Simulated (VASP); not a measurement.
Set up this calculation in VASP 6.6.1, as the native input.

```yaml
Task: single point
Functional: PBE
Potentials_or_basis: VASP PAW PBE potentials, release 64 (Mg, I)
Cutoff: 520 eV
k_mesh: 6 × 6 × 4
Occupations: gaussian, width 0.05 eV
Spin: no spin polarisation
Dipole_correction: no
Further_INCAR_settings: ALGO = Normal; EDIFF = 1e-06; NBANDS = 15
```

The structure of MgI2 lies in POSCAR:

```
MgI2
1.0
    4.1537001214      0.0000000000     -0.3115275091
   -2.0768500607      3.5972098248      0.1557637546
   -0.5146500000      0.0000000000      6.8620000000
Mg I
1 2
Direct
    0.0000000000      0.0000000000      0.0000000000
    0.3333333333      0.6666666667      0.7576300000
    0.6666666667      0.3333333333      0.2423700000
```

This cell differs from its parent crystal: strain -0.1500 x Voigt [0, 0, 0, 0, 1, 0].

The input as run:

INCAR

```
SYSTEM = MgI2
PREC = Accurate ; ENCUT = 520
EDIFF = 1E-6 ; ISMEAR = 0
SIGMA = 0.05 ; LREAL = .False.
LASPH = .True. ; NELM = 80
ALGO = Normal ; ISIF = 2
LWAVE = .False. ; LCHARG = .True.
GGA = PE ; LELF = .True.
LVHAR = .True. ; NBANDS = 15
```

KPOINTS

```
regular mesh
0
Gamma
  6 6 4
  0 0 0
```

Potentials or basis: VASP PAW PBE potentials, release 64 (Mg, I).

Launch:

```sh
$ cat potpaw_PBE.64/Mg/POTCAR potpaw_PBE.64/I/POTCAR > POTCAR
$ mpirun -np 1 vasp_std > vasp.out
```

It gave:

- Pressure: 2.2 GPa
- Largest force: 0.525 eV/Å
- Band gap on the k mesh: 3.34 eV, indirect (least direct gap 3.50 eV)

Caveat: the cell differs from its parent crystal (strain -0.1500 x Voigt [0, 0, 0, 0, 1, 0]); spin-orbit coupling is left out, which moves the levels of the heavy elements.

Run time: 38 s on 1 thread of Intel(R) Xeon(R) 6975P-C (Granite Rapids), with other jobs on the host, peak memory 0.3 GiB.
